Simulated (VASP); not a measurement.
Here is a VASP 6.6.1 calculation.

The input INCAR:

```
PREC = Accurate
ENCUT = 520
EDIFF = 1E-6
ISMEAR = 0
SIGMA = 0.1
LREAL = F
LASPH = T
NELM = 60
ALGO = Normal
ISIF = 2
LWAVE = F
LCHARG = F
GGA = PE
NBANDS = 26
```

Contents of KPOINTS:

```
Automatic mesh
0
Gamma
  6 6 4
```

POSCAR

```
CaSi2N3
1.0
    3.9072858100      0.0000000000      0.0000000000
   -1.9536429100      3.3838087800      0.0000000000
    0.0000000000      0.0000000000      6.6146871900
Ca Si N
1 2 3
Direct
    0.0000000000      0.0000000000      0.5000000000
    0.0000000000      0.0000000000      0.1853682100
    0.0000000000      0.0000000000      0.8146317900
    0.5000000000      0.0000000000      0.5000000000
    0.0000000000      0.5000000000      0.5000000000
    0.5000000000      0.5000000000      0.5000000000
```

Potentials or basis: VASP PAW PBE potentials, release 64 (Ca_sv, Si, N).

Launch:

```bash
$ cat potpaw_PBE.64/Ca_sv/POTCAR potpaw_PBE.64/Si/POTCAR potpaw_PBE.64/N/POTCAR > POTCAR
$ mpirun -np 1 vasp_std > vasp.out
```

What does it give for the pressure?

42.3 GPa.

Predict the largest force.

6.789 eV/Å.

Forces in eV/Å, atoms in the order of the input:
```
Ca   0.000  0.000  0.000
Si   0.000  0.000 -6.789
Si   0.000  0.000  6.789
N    0.000  0.000  0.000
N    0.000  0.000  0.000
N    0.000  0.000  0.000
```

Caveat: forces of over 1 eV/Å act on the atoms, so gaps and moduli don't describe the material at rest.
